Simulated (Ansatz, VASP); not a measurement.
## Two plane-wave programs on KNaF2

```
CELL_PARAMETERS angstrom
1.73914 1.00409 5.81551
-1.73914 1.00409 5.81551
0.00000 -2.00819 5.81551
ATOMIC_POSITIONS crystal
Na 0.00000 0.00000 0.00000
K 0.50000 0.50000 0.50000
F 0.26110 0.26110 0.26110
F 0.73890 0.73890 0.73890
```

Alike in both runs: task single point; functional r2SCAN; k mesh 8 × 8 × 8; no spin polarisation.

|  | VASP | Ansatz |
| --- | --- | --- |
| version | VASP 6.6.1 | Ansatz 0.2.0 |
| potentials or method | VASP PAW PBE potentials, release 64 (Na_pv, K_sv, F) | plane waves, PAW |
| plane-wave cutoff (eV) | 520 | 500 |
| occupations | gaussian, width 0.01 eV | fixed |
| valence electrons in the cell | 30 | 32 |

VASP gave:

| Property | Result |
| --- | --- |
| gap on the k mesh at the Fermi level (eV) | 6.99 |
| pressure (GPa) | -0.2 |
| traceless stress, the component that is largest in VASP (GPa) | 0.09 |
| rms of the force components (eV/Å) | 0.014 |

**Question.** What did Ansatz give for the same quantities?

**Answer.** gap on the k mesh at the Fermi level (eV): 6.98; pressure (GPa): 0.0; traceless stress, the component that is largest in VASP (GPa): 0.02; rms of the force components (eV/Å): 0.000.

VASP's potentials were made for PBE, not for r2SCAN. Atom by atom the forces differ by 0.014 eV/Å (rms over components). VASP's potentials hold 30 valence electrons a cell and Ansatz's 32, so a difference there can come from the potentials and not from the codes.
